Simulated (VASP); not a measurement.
# In (Pm-3m) in VASP: a series of runs

In is run at these levels: r2SCAN; tasks: single point.

All numbers are computed with VASP 6.6.1; they aren't measurements. Logs are shortened: lines on timing, memory, paths and dates and some standing lists are left out, and cuts for length are marked.

## Step 1: The cell of the first run

The structure is cubic, space group Pm-3m (No. 221). Conventional cell: a = 2.960 Å, b = 2.960 Å, c = 2.960 Å, α = 90.00°, β = 90.00°, γ = 90.00°. Within 3.9 Å of In (site symmetry m-3m) lie 6 In at 2.96 Å.

This isn't the form of In at room conditions, which is tetragonal.

## Step 2: Single point, r2SCAN (25.94 Å³/atom)

POSCAR reads:

```
In
1.0
    2.9602725575      0.0000000000      0.0000000000
    0.0000000000      2.9602725575      0.0000000000
    0.0000000000      0.0000000000      2.9602725575
In
1
Direct
    0.0000000000      0.0000000000      0.0000000000
```

INCAR.step1 reads:

```
SYSTEM = In
ALGO = Normal
EDIFF = 1E-4
ENCUT = 520
GGA = PE
ISMEAR = -1
LASPH = .True.
LCHARG = .False.
LREAL = .False.
LWAVE = .True.
NBANDS = 12
NELM = 100
PREC = Accurate
SIGMA = 0.1
```

INCAR.step2 reads:

```
SYSTEM = In
ALGO = Normal
EDIFF = 1E-6
ENCUT = 520
ISIF = 2
ISMEAR = -1
ISTART = 1
LASPH = .True.
LCHARG = .True.
LELF = .True.
LMIXTAU = .True.
LREAL = .False.
LVHAR = .True.
LWAVE = .False.
METAGGA = R2SCAN
NBANDS = 12
NELM = 100
PREC = Accurate
SIGMA = 0.1
```

KPOINTS reads:

```
k-points
0
Gamma
  12 12 12
  0 0 0
```

Potentials or basis: VASP PAW PBE potentials, release 64 (In_d).

Command:

```bash
$ cat potpaw_PBE.64/In_d/POTCAR > POTCAR
$ cp INCAR.step1 INCAR
$ mpirun -np 1 vasp_std > vasp.out
$ cp INCAR.step2 INCAR
$ mpirun -np 1 vasp_std > vasp.out
```

OUTCAR:

```text
SYSTEM = In
   EDIFF = 1E-6
   ENCUT = 520
   ISIF = 2
   ISMEAR = -1
   ISTART = 1
   LASPH = .True.
   LREAL = .False.
   METAGGA = R2SCAN
   NELM = 100
   PREC = Accurate

 ion  position               nearest neighbor table
   1  0.000  0.000  0.000-

  LATTYP: Found a simple cubic cell.
 ALAT       =     2.9602725575

  Lattice vectors:

 A1 = (   2.9602725575,   0.0000000000,   0.0000000000)
 A2 = (   0.0000000000,   2.9602725575,   0.0000000000)
 A3 = (   0.0000000000,   0.0000000000,   2.9602725575)

Analysis of symmetry for initial positions (statically):
=====================================================================
 Subroutine PRICEL returns:
 Original cell was already a primitive cell.

 Routine SETGRP: Setting up the symmetry group for a
 simple cubic supercell.

 Subroutine GETGRP returns: Found 48 space group operations
 (whereof 48 operations were pure point group operations)
 out of a pool of 48 trial point group operations.

The static configuration has the point symmetry O_h .

Analysis of symmetry for dynamics (positions and initial velocities):
=====================================================================
 Subroutine PRICEL returns:
 Original cell was already a primitive cell.

 Routine SETGRP: Setting up the symmetry group for a
 simple cubic supercell.

 Subroutine GETGRP returns: Found 48 space group operations
 (whereof 48 operations were pure point group operations)
 out of a pool of 48 trial point group operations.

The dynamic configuration has the point symmetry O_h .

 Subroutine INISYM returns: Found 48 space group operations
 (whereof 48 operations are pure point group operations),
 and found     1 'primitive' translations

----------------------------------------------------------------------------------------

                                     Primitive cell

  volume of cell :      25.9415

  direct lattice vectors                    reciprocal lattice vectors
     2.960272558  0.000000000  0.000000000     0.337806733  0.000000000  0.000000000
     0.000000000  2.960272558  0.000000000     0.000000000  0.337806733  0.000000000
     0.000000000  0.000000000  2.960272558     0.000000000  0.000000000  0.337806733

  length of vectors
     2.960272558  2.960272558  2.960272558     0.337806733  0.337806733  0.337806733

  position of ions in fractional coordinates (direct lattice)
     0.000000000  0.000000000  0.000000000

  ion indices of the primitive-cell ions
   primitive index   ion index
                 1           1

----------------------------------------------------------------------------------------

 KPOINTS: k-points

Automatic generation of k-mesh.
 Grid dimensions read from file:
 generate k-points for:   12   12   12

 Generating k-lattice:

  Cartesian coordinates                     Fractional coordinates (reciprocal lattice)
     0.028150561  0.000000000  0.000000000     0.083333333  0.000000000  0.000000000
     0.000000000  0.028150561  0.000000000     0.000000000  0.083333333  0.000000000
     0.000000000  0.000000000  0.028150561     0.000000000  0.000000000  0.083333333

  Length of vectors
     0.028150561  0.028150561  0.028150561

  Shift w.r.t. Gamma in fractional coordinates (k-lattice)
     0.000000000  0.000000000  0.000000000

 Subroutine IBZKPT returns following result:
 ===========================================

 Found     84 irreducible k-points:

 Following reciprocal coordinates:
            Coordinates               Weight
  0.000000  0.000000  0.000000      1.000000
  0.083333  0.000000  0.000000      6.000000
  0.166667  0.000000  0.000000      6.000000
  0.250000  0.000000  0.000000      6.000000
  0.333333  0.000000  0.000000      6.000000
  0.416667  0.000000  0.000000      6.000000
[... 16 lines left out ...]
  0.333333  0.333333  0.000000     12.000000
  0.416667  0.333333  0.000000     24.000000
 [... further k-points ...]
   k-points           NKPTS =     84   k-points in BZ     NKDIM =     84   number of bands    NBANDS=     12
   number of dos      NEDOS =    301   number of ions     NIONS =      1
   total plane-waves  NPLWV =  13824
   dimension x,y,z NGX =    24 NGY =   24 NGZ =   24
   dimension x,y,z NGXF=    48 NGYF=   48 NGZF=   48
   ions per type =               1
   NGX,Y,Z   is equivalent  to a cutoff of  13.48, 13.48, 13.48 a.u.
   NGXF,Y,Z  is equivalent  to a cutoff of  26.96, 26.96, 26.96 a.u.
 SYSTEM =  In
   PREC   = accura    normal or accurate (medium, high low for compatibility)
   ISTART =      1    job   : 0-new  1-cont  2-samecut
   ICHARG =      0    charge: 1-file 2-atom 10-const
   ISPIN  =      1    spin polarized calculation?
   LNONCOLLINEAR =      F non collinear calculations
   LSORBIT =      F    spin-orbit coupling
   LASPH  =      T    aspherical Exc in radial PAW
   ENCUT  =  520.0 eV  38.22 Ry    6.18 a.u.   5.50  5.50  5.50*2*pi/ulx,y,z
   NELM   =    100;   NELMIN=  2; NELMDL=  0     # of ELM steps
   EDIFF  = 0.1E-05   stopping-criterion for ELM
   LREAL  =      F    real-space projection
   EDIFFG = 0.1E-04   stopping-criterion for IOM
   NSW    =      0    number of steps for IOM
   IBRION =     -1    ionic relax: 0-MD 1-quasi-New 2-CG
   NFREE  =      0    steps in history (QN), initial steepest desc. (CG)
   ISIF   =      2    stress and relaxation
   ISYM   =      2    0-nonsym 1-usesym 2-fastsym
   POTIM  = 0.5000    time-step for ionic-motion
   TEBEG  =    0.0;   TEEND  =   0.0 temperature during run
   PSTRESS=    0.0 pullay stress
   NELECT =      13.0000    total number of electrons
   NUPDOWN=      -1.0000    fix difference up-down
   EMIN   =  10.00;   EMAX   =-10.00  energy-range for DOS
   EFERMI =   0.00;   METHOD = LEGACY
   ISMEAR =    -1;   SIGMA  =   0.10  broadening in eV -4-tet -1-fermi 0-gaus
   EFERMI_NEDOS =   21; number of points for ismear=-14 and -15
   IALGO  =     38    algorithm
   IMIX   =      4    mixing-type and parameters
     AMIX     =   0.40;   BMIX     =  1.00
     AMIX_MAG =   1.60;   BMIX_MAG =  1.00
  volume/ion in A,a.u.               =      25.94       175.06
  Fermi-wavevector in a.u.,A,eV,Ry     =   1.300342  2.457290 23.005945  1.690889
  Thomas-Fermi vector in A             =   2.431547
   LORBIT       =      0    0 simple, 1 ext, 2 COOP (PROOUT), +10 PAW based schemes
   METAGGA = R2SCAN    functional components
   LHFCALC =     F    Hartree Fock is set to
   AEXX    =    0.0000 exact exchange contribution
   IVDW    =     0    specifies the selected vdW correction
   LEPSILON=     F    determine dielectric tensor
   LRPA    =     F    only Hartree local field effects (RPA)
 non-spin polarized calculation
  energy-cutoff  :      520.00
  volume of cell :       25.94
 maximum number of plane-waves:       739
 NGX is ok and might be reduce to    24
   NGX = 11   NGY = 11   NGZ = 11

 number of electron      13.0000000 magnetization

 Free energy of the ion-electron system (eV)
  ---------------------------------------------------
  ext. energy  EPLUGINS =         0.00000000
  ---------------------------------------------------
  free energy    TOTEN  =       -22.50905668 eV

  energy without entropy =      -22.49491037  energy(sigma->0) =      -22.50198352

 E-fermi :   7.3196     XC(G=0): -10.9919

 val. band max:        7.2714639242   @ k =   0.3333   0.1667   0.0833
 cond. band min:       7.3766210472   @ k =   0.5000   0.4167   0.2500
 fundamental gap:      0.1051571230
 Fermi energy:         7.3195742145

 k-point     1 :       0.0000    0.0000    0.0000
  band No.  band energies     occupation
      1      -8.3874      2.00000
      2      -8.3874      2.00000
      3      -7.4281      2.00000
      4      -7.4281      2.00000
      5      -7.4281      2.00000
      6      -2.7008      2.00000
      7      15.5687      0.00000
      8      15.5687      0.00000
      9      15.5687      0.00000
     10      18.8751      0.00000
     11      18.8751      0.00000
     12      20.9174      0.00000

 k-point     2 :       0.0833    0.0000    0.0000
  band No.  band energies     occupation
      1      -8.3830      2.00000
      2      -8.3438      2.00000
      3      -7.4462      2.00000
      4      -7.4462      2.00000
      5      -7.4266      2.00000
      6      -2.5677      2.00000
      7      13.9537      0.00000
      8      15.7266      0.00000
      9      15.7266      0.00000
     10      18.9476      0.00000
     11      19.8006      0.00000
     12      21.8408      0.00000

 k-point     3 :       0.1667    0.0000    0.0000
  band No.  band energies     occupation
      1      -8.3710      2.00000
      2      -8.2261      2.00000
      3      -7.4953      2.00000
      4      -7.4953      2.00000
      5      -7.4225      2.00000
      6      -2.1636      2.00000
      7      11.4251      0.00000
      8      16.1880      0.00000
      9      16.1880      0.00000
     10      19.1666      0.00000
     11      20.2983      0.00000
     12      24.5630      0.00000

 k-point     4 :       0.2500    0.0000    0.0000
  band No.  band energies     occupation
      1      -8.3546      2.00000
      2      -8.0685      2.00000
      3      -7.5616      2.00000
      4      -7.5616      2.00000
      5      -7.4168      2.00000
      6      -1.4780      2.00000
      7       8.9364      0.00000
      8      16.9146      0.00000
      9      16.9146      0.00000
     10      19.5353      0.00000
     11      20.6474      0.00000
     12      26.0665      0.00000

 k-point     5 :       0.3333    0.0000    0.0000
  band No.  band energies     occupation
      1      -8.3382      2.00000
      2      -7.9148      2.00000
      3      -7.6270      2.00000
      4      -7.6270      2.00000
      5      -7.4111      2.00000
      6      -0.5086      2.00000
      7       6.6320      1.99794
      8      17.8274      0.00000
      9      17.8274      0.00000
     10      20.0525      0.00000
     11      21.0330      0.00000
     12      24.5297      0.00000
[... 228 lines left out ...]
      1      -8.1395      2.00000
      2      -7.8893      2.00000
      3      -7.6569      2.00000
      4      -7.5595      2.00000
      5      -7.5340      2.00000
      6       1.8356      2.00000
      7       5.7496      2.00000
      8      12.0941      0.00000
      9      16.2173      0.00000
     10      20.2486      0.00000
     11      21.9628      0.00000
     12      24.5407      0.00000

 k-point    22 :       0.5000    0.2500    0.0000
  band No.  band energies     occupation
      1      -8.1327      2.00000
      2      -7.9118      2.00000
      3      -7.6736      2.00000
      4      -7.5321      2.00000
      5      -7.5150      2.00000
      6       2.7105      2.00000
      7       4.6047      2.00000
      8      12.6640      0.00000
      9      15.4143      0.00000
     10      20.7724      0.00000
     11      22.3581      0.00000
     12      23.9881      0.00000

 k-point    23 :       0.3333    0.3333    0.0000
  band No.  band energies     occupation
      1      -8.1117      2.00000
      2      -7.9226      2.00000
      3      -7.6059      2.00000
      4      -7.5990      2.00000
      5      -7.5210      2.00000
      6       1.5890      2.00000
      7       7.9243      0.00472
      8       9.5071      0.00000
      9      15.9040      0.00000
     10      20.2447      0.00000
     11      21.9243      0.00000
     12      25.2399      0.00000

 k-point    24 :       0.4167    0.3333    0.0000
  band No.  band energies     occupation
      1      -8.0847      2.00000
      2      -7.9909      2.00000
      3      -7.6481      2.00000
      4      -7.5964      2.00000
      5      -7.3962      2.00000
      6       2.7377      2.00000
      7       6.4922      1.99949
      8       9.8603      0.00000
      9      14.3216      0.00000
     10      21.2924      0.00000
     11      22.5980      0.00000
     12      24.5674      0.00000

 [... further k-points ...]

------------------------ aborting loop because EDIFF is reached ----------------------------------------

  FORCE on cell =-STRESS in cart. coord.  units (eV):
  Direction    XX          YY          ZZ          XY          YZ          ZX
  --------------------------------------------------------------------------------------
  -------------------------------------------------------------------------------------
  Total        0.6509359      0.6509359      0.6509359      0.0000000      0.0000000      0.0000000
  in kB       40.2025588     40.2025588     40.2025588      0.0000000      0.0000000      0.0000000
  external PRESSURE =      40.2025588 kB  Pullay stress =       0.0000000 kB

 VOLUME and BASIS-vectors are now :
 -----------------------------------------------------------------------------
  energy-cutoff  :      520.00
  volume of cell :       25.94
      direct lattice vectors                 reciprocal lattice vectors
     2.960272558  0.000000000  0.000000000     0.337806733  0.000000000  0.000000000
     0.000000000  2.960272558  0.000000000     0.000000000  0.337806733  0.000000000
     0.000000000  0.000000000  2.960272558     0.000000000  0.000000000  0.337806733

 POSITION                                       TOTAL-FORCE (eV/Angst)
 -----------------------------------------------------------------------------------
      0.00000      0.00000      0.00000         0.000000      0.000000      0.000000
 -----------------------------------------------------------------------------------
    total drift:                                0.000000     -0.000000      0.000000

  FREE ENERGIE OF THE ION-ELECTRON SYSTEM (eV)
  ---------------------------------------------------
  free  energy   TOTEN  =       -22.5090566787 eV

  energy  without entropy=      -22.4949103668  energy(sigma->0) =      -22.50198352
```

It took 1.7 min on 1 thread of Intel Xeon 8259CL, shared host; peak memory 0.16 GiB.

What came out:

```yaml
Free_energy: -22.5091 eV
Pressure: 4.0 GPa
Band_gap_on_the_k_mesh: zero (an odd number of electrons rules out a gap without spin polarisation)
```

Levels at points of the mesh, in eV from the Fermi level:
| k point | band 2 | band 3 | band 4 | band 5 | band 6 | band 7 | band 8 | band 9 | band 10 | band 11 |
| --- | --- | --- | --- | --- | --- | --- | --- | --- | --- | --- |
| (0.00, 0.00, 0.00) | -15.71 | -14.75 | -14.75 | -14.75 | -10.02 | 8.25 | 8.25 | 8.25 | 11.56 | 11.56 |
| (0.50, 0.00, 0.00) | -15.08 | -15.01 | -15.01 | -14.72 | -5.69 | -3.92 | 11.88 | 11.88 | 13.79 | 14.25 |
| (0.50, 0.50, 0.00) | -15.35 | -14.98 | -14.98 | -14.49 | -1.15 | -0.81 | -0.81 | 4.34 | 16.33 | 16.80 |
| (0.50, 0.50, 0.50) | -15.36 | -15.36 | -14.47 | -14.47 | 2.34 | 2.34 | 2.34 | 4.40 | 7.89 | 7.89 |

Caveat: the cell stands under pressure; the PAW data sets were made with another functional, which shifts forces and pressure a little; spin-orbit coupling is left out, which moves the levels of the heavy elements.

[end of part 1 of 2]
